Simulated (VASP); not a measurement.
The system is Na3Rh.

```
CELL_PARAMETERS angstrom
4.16824 0.00000 0.00000
0.00000 4.16824 0.00000
0.00000 0.00000 4.12540
ATOMIC_POSITIONS crystal
Na 0.00000 0.50000 0.50000
Na 0.50000 0.00000 0.50000
Na 0.50000 0.50000 0.00000
Rh 0.00000 0.00000 0.00000
```

```yaml
Program: VASP 6.6.1
Task: relaxation of cell and atoms
Functional: PBE
Potentials_or_basis: VASP PAW PBE potentials, release 64 (Na_pv, Rh_pv)
Cutoff: 600 eV
k_mesh: 4 × 4 × 4
Occupations: gaussian, width 0.1 eV
Spin: no spin polarisation
```

At the start: pressure 9.0 GPa; volume 17.92 Å³/atom.

Task: Where does the relaxation end?

Result: Over 4 steps the energy falls by 108.3 meV/atom and the volume is 22.61 Å³/atom (+26.2 %); space group P4/mmm (No. 123, to 0.05 Å).

The path:
| step | energy change (eV) | largest force (eV/Å) | pressure (GPa) | volume (Å³) |
| --- | --- | --- | --- | --- |
| 1 | 0.0000 | 0.0000 | 8.99 | 71.68 |
| 2 | -0.3722 | 0.0000 | 2.63 | 82.62 |
| 3 | -0.4295 | 0.0000 | 0.57 | 88.60 |
| 4 | -0.4331 | 0.0000 | 0.06 | 90.45 |

Final structure:
```
Na Rh
1.0
     4.50723    0.00000    0.00000
     0.00000    4.50723    0.00000
     0.00000    0.00000    4.45230
Na Rh
3 1
Direct
  0.00000 0.50000 0.50000
  0.50000 0.00000 0.50000
  0.50000 0.50000 0.00000
  0.00000 0.00000 0.00000
```

Caveat: the k points lie up to 0.35 Å⁻¹ apart in the final cell; the volume moved by over 15 % at a fixed basis, so the end points are rough.
